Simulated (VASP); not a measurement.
# Cd (P6_3/mmc) in VASP: a series of runs

The runs below take Cd through single point, with PBE.

Program: VASP 6.6.1. These are calculated values, not measurements. Logs are shortened: lines on timing, memory, paths and dates and some standing lists are left out, and cuts for length are marked.

### Step 1. The cell of the first run

It takes space group P6_3/mmc (No. 194, hexagonal). The conventional cell has a = 2.979 Å, b = 2.979 Å, c = 5.618 Å, α = 90.00°, β = 90.00°, γ = 120.00°. Cd (site symmetry -6m2) has 12 Cd at 2.98 to 3.29 Å within 3.9 Å.

### Step 2. Single point, PBE

File INCAR:

```
SYSTEM = Cd
PREC = Accurate ; ENCUT = 520
EDIFF = 1E-6 ; ISMEAR = -1
SIGMA = 0.05 ; LREAL = .FALSE.
LASPH = .TRUE. ; NELM = 60
ALGO = Fast ; ISIF = 2
LWAVE = .FALSE. ; LCHARG = .FALSE.
GGA = PE ; NBANDS = 19
```

File KPOINTS:

```
regular mesh
0
G
  9 9 4
  0 0 0
```

File POSCAR:

```
Cd
1.0
    2.9788700000      0.0000000000      0.0000000000
   -1.4894350000      2.5797770946      0.0000000000
    0.0000000000      0.0000000000      5.6176500000
Cd
2
Direct
    0.6666666667      0.3333333333      0.7500000000
    0.3333333333      0.6666666667      0.2500000000
```

Potentials or basis: VASP PAW PBE potentials, release 64 (Cd).

Run with:

```console
$ cat potpaw_PBE.64/Cd/POTCAR > POTCAR
$ mpirun -np 1 vasp_std > vasp.out
```

OUTCAR:

```text
SYSTEM = Cd
   PREC = Accurate
   ENCUT = 520
   EDIFF = 1E-6
   ISMEAR = -1
   LREAL = .FALSE.
   LASPH = .TRUE.
   NELM = 60
   ISIF = 2
   GGA = PE

 ion  position               nearest neighbor table
   1  0.667  0.333  0.750-   2 3.29   2 3.29   2 3.29   2 3.29   2 3.29   2 3.29
   2  0.333  0.667  0.250-   1 3.29   1 3.29   1 3.29   1 3.29   1 3.29   1 3.29

  LATTYP: Found a hexagonal cell.
 ALAT       =     2.9788700000
 C/A-ratio  =     1.8858325472

  Lattice vectors:

 A1 = (   2.9788700000,   0.0000000000,   0.0000000000)
 A2 = (  -1.4894350000,   2.5797770946,   0.0000000000)
 A3 = (   0.0000000000,   0.0000000000,   5.6176500000)

Analysis of symmetry for initial positions (statically):
=====================================================================
 Subroutine PRICEL returns:
 Original cell was already a primitive cell.

 Routine SETGRP: Setting up the symmetry group for a
 hexagonal supercell.

 Subroutine GETGRP returns: Found 24 space group operations
 (whereof 12 operations were pure point group operations)
 out of a pool of 24 trial point group operations.

The static configuration has the point symmetry D_3d.
 The point group associated with its full space group is D_6h.

Analysis of symmetry for dynamics (positions and initial velocities):
=====================================================================
 Subroutine PRICEL returns:
 Original cell was already a primitive cell.

 Routine SETGRP: Setting up the symmetry group for a
 hexagonal supercell.

 Subroutine GETGRP returns: Found 24 space group operations
 (whereof 12 operations were pure point group operations)
 out of a pool of 24 trial point group operations.

The dynamic configuration has the point symmetry D_3d.
 The point group associated with its full space group is D_6h.

 Subroutine INISYM returns: Found 24 space group operations
 (whereof 12 operations are pure point group operations),
 and found     1 'primitive' translations

----------------------------------------------------------------------------------------

                                     Primitive cell

  volume of cell :      43.1706

  direct lattice vectors                    reciprocal lattice vectors
     2.978870000  0.000000000  0.000000000     0.335697765  0.193815195  0.000000000
    -1.489435000  2.579777095  0.000000000     0.000000000  0.387630389  0.000000000
     0.000000000  0.000000000  5.617650000     0.000000000  0.000000000  0.178010378

  length of vectors
     2.978870000  2.978870000  5.617650000     0.387630390  0.387630389  0.178010378

  position of ions in fractional coordinates (direct lattice)
     0.666666667  0.333333333  0.750000000
     0.333333333  0.666666667  0.250000000

  ion indices of the primitive-cell ions
   primitive index   ion index
                 1           1
                 2           2

----------------------------------------------------------------------------------------

 KPOINTS: regular mesh

Automatic generation of k-mesh.
 Grid dimensions read from file:
 generate k-points for:    9    9    4

 Generating k-lattice:

  Cartesian coordinates                     Fractional coordinates (reciprocal lattice)
     0.037299752  0.021535022  0.000000000     0.111111111  0.000000000  0.000000000
     0.000000000  0.043070043  0.000000000     0.000000000  0.111111111  0.000000000
     0.000000000  0.000000000  0.044502595     0.000000000  0.000000000  0.250000000

  Length of vectors
     0.043070043  0.043070043  0.044502595

  Shift w.r.t. Gamma in fractional coordinates (k-lattice)
     0.000000000  0.000000000  0.000000000

 Subroutine IBZKPT returns following result:
 ===========================================

 Found     36 irreducible k-points:

 Following reciprocal coordinates:
            Coordinates               Weight
  0.000000  0.000000  0.000000      1.000000
  0.111111  0.000000  0.000000      6.000000
  0.222222 -0.000000  0.000000      6.000000
  0.333333  0.000000  0.000000      6.000000
  0.444444 -0.000000  0.000000      6.000000
  0.111111  0.111111  0.000000      6.000000
[... 16 lines left out ...]
  0.333333  0.222222  0.250000     24.000000
  0.333333  0.333333  0.250000      4.000000
 [... further k-points ...]
   k-points           NKPTS =     36   k-points in BZ     NKDIM =     36   number of bands    NBANDS=     19
   number of dos      NEDOS =    301   number of ions     NIONS =      2
   total plane-waves  NPLWV =  24192
   dimension x,y,z NGX =    24 NGY =   24 NGZ =   42
   dimension x,y,z NGXF=    48 NGYF=   48 NGZF=   84
   ions per type =               2
   NGX,Y,Z   is equivalent  to a cutoff of  13.39, 13.39, 12.43 a.u.
   NGXF,Y,Z  is equivalent  to a cutoff of  26.79, 26.79, 24.86 a.u.
 SYSTEM =  Cd
   PREC   = accura    normal or accurate (medium, high low for compatibility)
   ISTART =      0    job   : 0-new  1-cont  2-samecut
   ICHARG =      2    charge: 1-file 2-atom 10-const
   ISPIN  =      1    spin polarized calculation?
   LNONCOLLINEAR =      F non collinear calculations
   LSORBIT =      F    spin-orbit coupling
   LASPH  =      T    aspherical Exc in radial PAW
   ENCUT  =  520.0 eV  38.22 Ry    6.18 a.u.   5.54  5.54 10.45*2*pi/ulx,y,z
   NELM   =     60;   NELMIN=  2; NELMDL= -5     # of ELM steps
   EDIFF  = 0.1E-05   stopping-criterion for ELM
   LREAL  =      F    real-space projection
   EDIFFG = 0.1E-04   stopping-criterion for IOM
   NSW    =      0    number of steps for IOM
   IBRION =     -1    ionic relax: 0-MD 1-quasi-New 2-CG
   NFREE  =      0    steps in history (QN), initial steepest desc. (CG)
   ISIF   =      2    stress and relaxation
   ISYM   =      2    0-nonsym 1-usesym 2-fastsym
   POTIM  = 0.5000    time-step for ionic-motion
   TEBEG  =    0.0;   TEEND  =   0.0 temperature during run
   PSTRESS=    0.0 pullay stress
   NELECT =      24.0000    total number of electrons
   NUPDOWN=      -1.0000    fix difference up-down
   EMIN   =  10.00;   EMAX   =-10.00  energy-range for DOS
   EFERMI =   0.00;   METHOD = LEGACY
   ISMEAR =    -1;   SIGMA  =   0.05  broadening in eV -4-tet -1-fermi 0-gaus
   EFERMI_NEDOS =   21; number of points for ismear=-14 and -15
   IALGO  =     68    algorithm
   IMIX   =      4    mixing-type and parameters
     AMIX     =   0.40;   BMIX     =  1.00
     AMIX_MAG =   1.60;   BMIX_MAG =  1.00
  volume/ion in A,a.u.               =      21.59       145.66
  Fermi-wavevector in a.u.,A,eV,Ry     =   1.346116  2.543790 24.654136  1.812028
  Thomas-Fermi vector in A             =   2.473974
   LORBIT       =      0    0 simple, 1 ext, 2 COOP (PROOUT), +10 PAW based schemes
   GGA     = PE    functional components
   LHFCALC =     F    Hartree Fock is set to
   AEXX    =    0.0000 exact exchange contribution
   IVDW    =     0    specifies the selected vdW correction
   LEPSILON=     F    determine dielectric tensor
   LRPA    =     F    only Hartree local field effects (RPA)
 non-spin polarized calculation
 RMM-DIIS sequential band-by-band and
  energy-cutoff  :      520.00
  volume of cell :       43.17
 maximum number of plane-waves:      1188
 NGX is ok and might be reduce to    24
   NGX = 11   NGY = 11   NGZ = 21

 number of electron      23.9999993 magnetization

 Free energy of the ion-electron system (eV)
  ---------------------------------------------------
  ext. energy  EPLUGINS =         0.00000000
  ---------------------------------------------------
  free energy    TOTEN  =        -1.43443145 eV

  energy without entropy =       -1.42285048  energy(sigma->0) =       -1.42864097

 E-fermi :   3.2217     XC(G=0): -11.0306

 val. band max:        3.2177526241   @ k =   0.4444   0.1111   0.5000
 cond. band min:       3.2651711313   @ k =   0.3333   0.2222   0.2500
 fundamental gap:      0.0474185071
 Fermi energy:         3.2216748002

 k-point     1 :       0.0000    0.0000    0.0000
  band No.  band energies     occupation
      1      -6.9096      2.00000
      2      -6.6432      2.00000
      3      -6.2776      2.00000
      4      -6.2776      2.00000
      5      -6.2265      2.00000
      6      -6.2265      2.00000
[... 11 lines left out ...]
     18      17.8654      0.00000
     19      18.7112      0.00000

 k-point     2 :       0.1111    0.0000    0.0000
  band No.  band energies     occupation
      1      -6.7936      2.00000
      2      -6.5458      2.00000
      3      -6.3201      2.00000
      4      -6.2604      2.00000
      5      -6.1655      2.00000
      6      -6.1184      2.00000
[... 11 lines left out ...]
     18      17.7387      0.00000
     19      18.9203      0.00000

 k-point     3 :       0.2222   -0.0000    0.0000
  band No.  band energies     occupation
      1      -6.7403      2.00000
      2      -6.5103      2.00000
      3      -6.3263      2.00000
      4      -6.1544      2.00000
      5      -6.1131      2.00000
      6      -5.8934      2.00000
[... 11 lines left out ...]
     18      15.8084      0.00000
     19      16.3778      0.00000

 k-point     4 :       0.3333    0.0000    0.0000
  band No.  band energies     occupation
      1      -6.9088      2.00000
      2      -6.7045      2.00000
      3      -6.4834      2.00000
      4      -6.0922      2.00000
      5      -6.0866      2.00000
      6      -5.9733      2.00000
[... 11 lines left out ...]
     18      15.9388      0.00000
     19      16.9752      0.00000

 k-point     5 :       0.4444   -0.0000    0.0000
  band No.  band energies     occupation
      1      -7.0359      2.00000
      2      -6.8347      2.00000
      3      -6.6728      2.00000
      4      -6.2022      2.00000
      5      -6.0288      2.00000
      6      -5.9527      2.00000
[... 11 lines left out ...]
     18      15.7323      0.00000
     19      15.9721      0.00000

 k-point     6 :       0.1111    0.1111    0.0000
  band No.  band energies     occupation
      1      -6.6285      2.00000
      2      -6.4891      2.00000
      3      -6.3185      2.00000
      4      -6.3157      2.00000
      5      -6.0098      2.00000
      6      -5.9925      2.00000
[... 11 lines left out ...]
     18      16.9916      0.00000
     19      17.1736      0.00000

 k-point     7 :       0.2222    0.1111    0.0000
  band No.  band energies     occupation
      1      -6.6985      2.00000
      2      -6.5032      2.00000
      3      -6.3361      2.00000
      4      -6.2684      2.00000
      5      -6.1009      2.00000
      6      -6.0564      2.00000
[... 11 lines left out ...]
     18      15.3499      0.00000
     19      15.6956      0.00000

 k-point     8 :       0.3333    0.1111    0.0000
  band No.  band energies     occupation
      1      -6.8625      2.00000
      2      -6.6575      2.00000
      3      -6.5810      2.00000
      4      -6.1832      2.00000
      5      -6.0263      2.00000
      6      -6.0184      2.00000
[... 256 lines left out ...]
 k-point    20 :       0.3333    0.1111    0.2500
  band No.  band energies     occupation
      1      -6.8272      2.00000
      2      -6.7100      2.00000
      3      -6.5716      2.00000
      4      -6.3635      2.00000
      5      -6.0287      2.00000
      6      -5.8526      2.00000
[... 11 lines left out ...]
     18      12.6262      0.00000
     19      15.4298      0.00000

 k-point    21 :       0.4444    0.1111    0.2500
  band No.  band energies     occupation
      1      -6.8900      2.00000
      2      -6.7829      2.00000
      3      -6.6394      2.00000
      4      -6.3964      2.00000
      5      -6.0575      2.00000
      6      -5.7525      2.00000
[... 11 lines left out ...]
     18      12.2647      0.00000
     19      16.4747      0.00000

 k-point    22 :       0.2222    0.2222    0.2500
  band No.  band energies     occupation
      1      -6.5762      2.00000
      2      -6.5171      2.00000
      3      -6.3982      2.00000
      4      -6.3561      2.00000
      5      -6.1789      2.00000
      6      -5.9596      2.00000
[... 11 lines left out ...]
     18      13.0535      0.00000
     19      14.9524      0.00000

 k-point    23 :       0.3333    0.2222    0.2500
  band No.  band energies     occupation
      1      -6.6016      2.00000
      2      -6.5490      2.00000
      3      -6.3903      2.00000
      4      -6.3479      2.00000
      5      -6.2139      2.00000
      6      -5.8781      2.00000
[... 11 lines left out ...]
     18      11.4584      0.00000
     19      14.0590      0.00000

 k-point    24 :       0.3333    0.3333    0.2500
  band No.  band energies     occupation
      1      -6.4779      2.00000
      2      -6.3816      2.00000
      3      -6.3816      2.00000
      4      -6.1642      2.00000
      5      -6.1064      2.00000
      6      -6.1064      2.00000
[... 11 lines left out ...]
     18      10.8475      0.00000
     19      12.1847      0.00000

 [... further k-points ...]

------------------------ aborting loop because EDIFF is reached ----------------------------------------

  FORCE on cell =-STRESS in cart. coord.  units (eV):
  Direction    XX          YY          ZZ          XY          YZ          ZX
  --------------------------------------------------------------------------------------
  -------------------------------------------------------------------------------------
  Total        0.9720580      0.9720580      1.0749971     -0.0000000     -0.0000000      0.0000000
  in kB       36.0756668     36.0756668     39.8960106     -0.0000000     -0.0000000      0.0000000
  external PRESSURE =      37.3491148 kB  Pullay stress =       0.0000000 kB

 VOLUME and BASIS-vectors are now :
 -----------------------------------------------------------------------------
  energy-cutoff  :      520.00
  volume of cell :       43.17
      direct lattice vectors                 reciprocal lattice vectors
     2.978870000  0.000000000  0.000000000     0.335697765  0.193815195  0.000000000
    -1.489435000  2.579777095  0.000000000     0.000000000  0.387630389  0.000000000
     0.000000000  0.000000000  5.617650000     0.000000000  0.000000000  0.178010378

 POSITION                                       TOTAL-FORCE (eV/Angst)
 -----------------------------------------------------------------------------------
      1.48944      0.85993      4.21324        -0.000000      0.000000     -0.000000
     -0.00000      1.71985      1.40441         0.000000     -0.000000      0.000000
 -----------------------------------------------------------------------------------
    total drift:                               -0.000000      0.000000      0.000000

  FREE ENERGIE OF THE ION-ELECTRON SYSTEM (eV)
  ---------------------------------------------------
  free  energy   TOTEN  =        -1.4344314521 eV

  energy  without entropy=       -1.4228504832  energy(sigma->0) =       -1.42864097
```

It took 37 s on 1 thread of Intel Xeon 8259CL, shared host; peak memory 0.17 GiB.

Results:

```yaml
Free_energy: -1.4344 eV
Pressure: 3.7 GPa
Band_gap_on_the_k_mesh: zero (bands 12 and 13 overlap by 4.07 eV)
```

Caveat: the cell stands under pressure.

### Step 3. Single point, PBE

This run uses another cell than the first one, of 21.80 Å³/atom.

File INCAR:

```
SYSTEM = Cd
  PREC = Accurate
  ENCUT = 520
  EDIFF = 1E-7
  ISMEAR = -1
  SIGMA = 0.05
  LREAL = .False.
  LASPH = .True.
  NELM = 60
  ALGO = Normal
  ISIF = 2
  LWAVE = .False.
  LCHARG = .True.
  GGA = PE
  LELF = .True.
  LVHAR = .True.
  NBANDS = 19
```

File KPOINTS:

```
regular mesh
0
Gamma
  9 9 4
  0 0 0
```

POSCAR: that of step 2 with these lines changed.

```diff
@@ -4,3 +4,3 @@
    -1.4894350000      2.5797770946      0.0000000000
-    0.0000000000      0.0000000000      5.6176500000
+    0.0000000000      0.0000000000      5.6738265000
 Cd
```

Potentials or basis: VASP PAW PBE potentials, release 64 (Cd).

Run with:

```console
$ cat potpaw_PBE.64/Cd/POTCAR > POTCAR
$ mpirun -np 1 vasp_std > vasp.out
```

It took 37 s on 1 thread of Intel Xeon 8259CL, shared host; peak memory 0.17 GiB.

The run converged. Its results:

```yaml
Free_energy: -1.4449 eV
Pressure: 3.2 GPa
Band_gap_on_the_k_mesh: zero (bands 12 and 13 overlap by 4.12 eV)
```

Stress tensor (GPa, compression positive):
```
2.86 0.00 0.00
0.00 2.86 0.00
0.00 0.00 3.89
```

Levels at points of the mesh, in eV from the Fermi level:
```tsv
k point	band 9	band 10	band 11	band 12	band 13	band 14	band 15	band 16
(0.00, 0.00, 0.00)	-8.95	-8.71	-8.71	-3.38	-3.27	10.01	14.25	14.33
(0.00, 0.00, 0.50)	-8.82	-8.82	-7.57	-7.57	3.30	3.30	14.59	14.59
```

Caveat: the cell stands under pressure.

### Step 4. Single point, PBE

This run uses another cell than the first one, of 22.02 Å³/atom.

File INCAR:

```
PREC = Accurate
ENCUT = 520
EDIFF = 1E-6
ISMEAR = -1
SIGMA = 0.05
LREAL = F
LASPH = T
NELM = 80
ALGO = Normal
ISIF = 2
LWAVE = F
LCHARG = F
GGA = PE
NBANDS = 19
```

File KPOINTS:

```
regular mesh
0
Gamma
  9 9 4
```

POSCAR: that of step 3 with these lines changed.

```diff
@@ -4,3 +4,3 @@
    -1.4894350000      2.5797770946      0.0000000000
-    0.0000000000      0.0000000000      5.6738265000
+    0.0000000000      0.0000000000      5.7300030000
 Cd
```

Run with:

```console
$ cat potpaw_PBE.64/Cd/POTCAR > POTCAR
$ mpirun -np 1 vasp_std > vasp.out
```

Wall time 33 s (1 thread of Intel Xeon 8259CL, shared host); peak memory 0.17 GiB.

The run converged. Its results:

```yaml
Free_energy: -1.4557 eV
Pressure: 2.7 GPa
Band_gap_on_the_k_mesh: zero (bands 12 and 13 overlap by 4.14 eV)
```

Stress tensor (GPa, compression positive):
```
1.93 0.00 0.00
0.00 1.93 0.00
0.00 0.00 4.15
```

Levels at points of the mesh, in eV from the Fermi level:
| k point | band 10 | band 11 | band 12 | band 13 | band 14 | band 15 |
| --- | --- | --- | --- | --- | --- | --- |
| (0.00, 0.00, 0.00) | -8.69 | -8.69 | -3.47 | -3.23 | 9.72 | 13.99 |
| (0.00, 0.00, 0.50) | -8.79 | -7.51 | -7.51 | 3.14 | 3.14 | 14.65 |

### Step 5. Overview

```tsv
cell	gap on the mesh (eV)	pressure (GPa)
a = 2.979, b = 2.979, c = 5.618 Å, angles 90.0, 90.0, 120.0°, 2 atoms	none	3.7
a = 2.979, b = 2.979, c = 5.674 Å, angles 90.0, 90.0, 120.0°, 2 atoms	none	3.2
a = 2.979, b = 2.979, c = 5.730 Å, angles 90.0, 90.0, 120.0°, 2 atoms	none	2.7
```

Alike in all rows: task single point; level PBE; potentials or basis VASP PAW PBE potentials, release 64 (Cd); no spin polarisation; k mesh 9 × 9 × 4; cutoff (eV) 520; smearing fermi-dirac 0.05 eV.

Caveats: the cell stands under pressure (at least some runs).

Total energies depend on the potentials used, so only differences within one code and one set of settings carry meaning.
